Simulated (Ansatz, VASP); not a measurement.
## SiPd3Pt in VASP and in Ansatz

The input INCAR:

```
  PREC = Accurate
  ENCUT = 600
  EDIFF = 1E-7
  ISMEAR = 0
  SIGMA = 0.1
  LREAL = False
  LASPH = True
  NELM = 100
  ALGO = Normal
  ISIF = 3
  LWAVE = False
  LCHARG = False
  GGA = PE
  IBRION = 2
  NSW = 90
  EDIFFG = -0.04
```

File KPOINTS:

```
regular mesh
0
Gamma
  6 6 4
```

The input POSCAR:

```
SiPd3Pt
1.0
    4.1745812700      0.0000000000      0.0000000000
   -2.0872906400      3.6152934300      0.0000000000
    0.0000000000      0.0000000000      4.8078930800
Si Pd Pt
1 3 1
Direct
    0.0000000000      0.0000000000      0.0000000000
    0.5000000000      0.0000000000      0.0000000000
    0.0000000000      0.5000000000      0.0000000000
    0.5000000000      0.5000000000      0.0000000000
    0.0000000000      0.0000000000      0.5000000000
```

Input for Ansatz:

```yaml
crystal:
  lattice:
    - [4.17458127, 0.0, 0.0]
    - [-2.08729064, 3.61529343, 0.0]
    - [0.0, 0.0, 4.80789308]
  atoms:
    - { symbol: Si, position: [0.0, 0.0, 0.0] }
    - { symbol: Pd, position: [0.5, 0.0, 0.0] }
    - { symbol: Pd, position: [0.0, 0.5, 0.0] }
    - { symbol: Pd, position: [0.5, 0.5, 0.0] }
    - { symbol: Pt, position: [0.0, 0.0, 0.5] }
basis:
  ecutwfc: 420
kpoints:
  mp_grid: { grid: [6, 6, 4] }
hamiltonian:
  xc: pbe
scf:
  occupations: { method: gaussian, width: 0.1 }
  lower_state_search: "off"
output:
  forces: true
  stress: true
  eigenvalues: true
relax:
  adjacent_minimum: "off"
  f_tol: 0.04
  max_steps: 70
  cell: { stress_tol: 0.4 }
```

Alike in both runs: task relaxation of cell and atoms; functional PBE; k mesh 6 × 6 × 4; occupations gaussian, width 0.1 eV; no spin polarisation.

|  | VASP | Ansatz |
| --- | --- | --- |
| version | VASP 6.6.1 | Ansatz 0.2.0 |
| potentials or method | VASP PAW PBE potentials, release 64 (Si, Pd, Pt), cutoff 600 eV | scalar-relativistic, plane waves, PAW |
| valence electrons in the cell | 44 | 76 |

|  | VASP | Ansatz | Ansatz less VASP |
| --- | --- | --- | --- |
| gap on the k mesh at the Fermi level, each at its own relaxed structure (eV) | none | none | - |
| relaxed volume (Å³/atom) | 20.66 | 20.73 | +0.071 |
| relaxed cell length with the largest relative difference (Å) | 5.155 | 5.165 | +0.0100 |

A gap of «none» marks a metal or a gap that the smearing closes. VASP's potentials hold 44 valence electrons a cell and Ansatz's 76, so a difference there can come from the potentials and not from the codes.

Spin-orbit coupling is off throughout. Noted on VASP's run: the volume moved by over 15 % at a fixed basis, so the end points are rough.
